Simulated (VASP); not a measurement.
## Ta4C3: single point with r2SCAN

The system is Ta4C3.

```
Ta C
1.0
     4.42479    0.00000    0.00000
     0.00000    4.42479    0.00000
     0.00000    0.00000    4.42479
Ta C
4 3
Cartesian
  0.0000 2.2124 2.2124
  2.2124 0.0000 2.2124
  2.2124 2.2124 0.0000
  0.0000 0.0000 0.0000
  2.2124 0.0000 0.0000
  0.0000 2.2124 0.0000
  0.0000 0.0000 2.2124
```

| Quantity | Value |
| --- | --- |
| Program | VASP 6.6.1 |
| Task | single point |
| Functional | r2SCAN |
| Potentials or basis | VASP PAW PBE potentials, release 64 (Ta_pv, C) |
| Cutoff | 520 eV |
| k mesh | 8 × 8 × 8 |
| Occupations | gaussian, width 0.15 eV |
| Spin | no spin polarisation |

```json
{
 "Pressure": "1.1 GPa",
 "Band gap on the k mesh": "zero (band 28 reaches 7.49 eV, above the bottom of band 29 at 6.54 eV)"
}
```

Levels at points of the mesh, in eV from the Fermi level:
```csv
k point,band 26,band 27,band 28,band 29,band 30,band 31
"(0.00, 0.00, 0.00)",-0.66,-0.66,-0.66,-0.44,-0.44,-0.44
"(0.50, 0.00, 0.00)",-2.02,-2.02,0.32,0.32,0.82,2.05
"(0.50, 0.50, 0.00)",-1.76,-0.38,-0.38,1.95,1.95,2.00
"(0.50, 0.50, 0.50)",-1.10,-1.10,-0.35,3.54,3.54,3.54
```

Wall time 11 min on 1 thread of Intel(R) Xeon(R) Platinum 8259CL CPU @ 2.50GHz (Skylake/Cascade Lake), with other jobs on the host, peak memory 0.26 GiB.

Caveat: the PAW data sets were made with another functional, which shifts forces and pressure a little; spin-orbit coupling is left out, which moves the levels of the heavy elements.
